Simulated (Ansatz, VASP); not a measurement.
One calculation of Ge, two programs

```
CELL_PARAMETERS angstrom
7.69416 0.00000 0.00000
-3.84708 6.66334 0.00000
0.00000 0.00000 3.61967
ATOMIC_POSITIONS crystal
Ge 0.81082 0.18918 0.50000
Ge 0.81082 0.62163 0.50000
Ge 0.37837 0.18918 0.50000
Ge 0.18918 0.81082 0.50000
Ge 0.18918 0.37837 0.50000
Ge 0.62163 0.81082 0.50000
Ge 0.33333 0.66667 0.00000
Ge 0.66667 0.33333 0.00000
```

Alike in both runs: task relaxation of cell and atoms; functional PBE; k mesh 6 × 6 × 10; occupations gaussian, width 0.1 eV; no spin polarisation.

|  | VASP | Ansatz |
| --- | --- | --- |
| version | VASP 6.6.1 | Ansatz 0.2.0 |
| potentials or method | VASP PAW PBE potentials, release 64 (Ge_d), cutoff 600 eV | scalar-relativistic, plane waves, PAW |
| valence electrons in the cell | 112 | 112 |

```tsv
	VASP	Ansatz	Ansatz less VASP
gap on the k mesh at the Fermi level, each at its own relaxed structure (eV)	none	none	-
relaxed volume (Å³/atom)	23.36	23.37	+0.011
relaxed length of the cell vector where the two differ most in proportion (Å)	3.608	3.611	+0.0025
```

A gap of «none» marks a metal or a gap that the smearing closes.
